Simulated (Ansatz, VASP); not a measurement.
Two plane-wave programs on Al

File INCAR:

```
ALGO = Normal
EDIFF = 1E-6
ENCUT = 520
GGA = PE
ISIF = 2
ISMEAR = 0
IVDW = 12
LASPH = T
LCHARG = T
LELF = T
LREAL = F
LVHAR = T
LWAVE = F
NBANDS = 14
NELM = 100
PREC = Accurate
SIGMA = 0.15
```

File KPOINTS:

```
k-points
0
Gamma
  18 18 6
```

Contents of POSCAR:

```
Al
1.0
    2.7404356325      0.0000000000      0.0000000000
   -1.3702178162      2.3732868752      0.0000000000
    0.0000000000      0.0000000000      9.5937170623
Al
4
Direct
    0.0000000000      0.0000000000      0.0000000000
    0.3333333333      0.6666666667      0.2500000000
    0.0000000000      0.0000000000      0.5000000000
    0.6666666667      0.3333333333      0.7500000000
```

Input for Ansatz:

```yaml
crystal:
  lattice:
    - [2.7404356325, 0.0, 0.0]
    - [-1.3702178162, 2.3732868752, 0.0]
    - [0.0, 0.0, 9.5937170623]
  atoms:
    - { symbol: Al, position: [0.0, 0.0, 0.0] }
    - { symbol: Al, position: [0.3333333333, 0.6666666667, 0.25] }
    - { symbol: Al, position: [0.0, 0.0, 0.5] }
    - { symbol: Al, position: [0.6666666667, 0.3333333333, 0.75] }
basis:
  ecutwfc: 420
kpoints:
  mp_grid: { grid: [18, 18, 6] }
hamiltonian:
  xc: pbe
  dispersion: d3bj
scf:
  occupations: { method: gaussian, width: 0.15 }
output:
  forces: true
  stress: true
  eigenvalues: true
```

Alike in both runs: task single point; functional PBE; dispersion D3(BJ); k mesh 18 × 18 × 6; occupations gaussian, width 0.15 eV; no spin polarisation.

|  | VASP | Ansatz |
| --- | --- | --- |
| version | VASP 6.6.1 | Ansatz 0.2.0 |
| potentials or method | VASP PAW PBE potentials, release 64 (Al), cutoff 520 eV | scalar-relativistic, plane waves, PAW |
| valence electrons in the cell | 12 | 12 |

```tsv
	VASP	Ansatz	Ansatz less VASP
gap on the k mesh at the Fermi level (eV)	none	none	-
pressure (GPa)	2.0	2.1	+0.03
traceless stress, the component that is largest in VASP (GPa)	-3.89	-3.90	-0.010
```

A gap of «none» marks a metal or a gap that the smearing closes.
